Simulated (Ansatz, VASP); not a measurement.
Cu: VASP beside Ansatz

INCAR

```
PREC = Accurate ; ENCUT = 520
EDIFF = 1E-6 ; ISMEAR = 0
SIGMA = 0.15 ; LREAL = False
LASPH = True ; NELM = 60
ALGO = Fast ; ISIF = 2
LWAVE = False ; LCHARG = False
GGA = PS ; NBANDS = 12
```

File KPOINTS:

```
regular mesh
0
Gamma
  22 22 22
```

File POSCAR:

```
Cu
1.0
    0.0000000000      1.8798000000      1.7352000000
    1.8798000000      0.0000000000      1.7352000000
    1.8798000000      1.8798000000      0.0000000000
Cu
1
Direct
    0.0000000000      0.0000000000      0.0000000000
```

Input for Ansatz:

```yaml
crystal:
  lattice:
    - [0.0, 1.8798, 1.7352]
    - [1.8798, 0.0, 1.7352]
    - [1.8798, 1.8798, 0.0]
  atoms:
    - { symbol: Cu, position: [0.0, 0.0, 0.0] }
basis:
  ecutwfc: 420
kpoints:
  mp_grid: { grid: [22, 22, 22] }
hamiltonian:
  xc: pbesol
scf:
  occupations: { method: gaussian, width: 0.15 }
output:
  forces: true
  stress: true
  eigenvalues: true
  write_density: true
  write_potential: true
  elf: true
  volumetric_format: npy
```

Change from the starting cell: strain +0.040 along x and y, -0.040 along z, atoms carried along.

Alike in both runs: task single point; functional PBEsol; k mesh 22 × 22 × 22; occupations gaussian, width 0.15 eV; no spin polarisation.

```csv
,VASP,Ansatz
version,VASP 6.6.1,Ansatz 0.2.0
potentials or method,"VASP PAW PBE potentials, release 64 (Cu), cutoff 520 eV","scalar-relativistic, plane waves, PAW"
valence electrons in the cell,11,19
```

```csv
,VASP,Ansatz,Ansatz less VASP
gap on the k mesh at the Fermi level (eV),none,none,-
pressure (GPa),-10.2,-10.9,-0.72
"traceless stress, the component that is largest in VASP (GPa)",2.03,2.04,+0.016
```

VASP's potentials were made for PBE, not for PBEsol. A gap of «none» marks a metal or a gap that the smearing closes. VASP's potentials hold 11 valence electrons a cell and Ansatz's 19, so a difference there can come from the potentials and not from the codes.
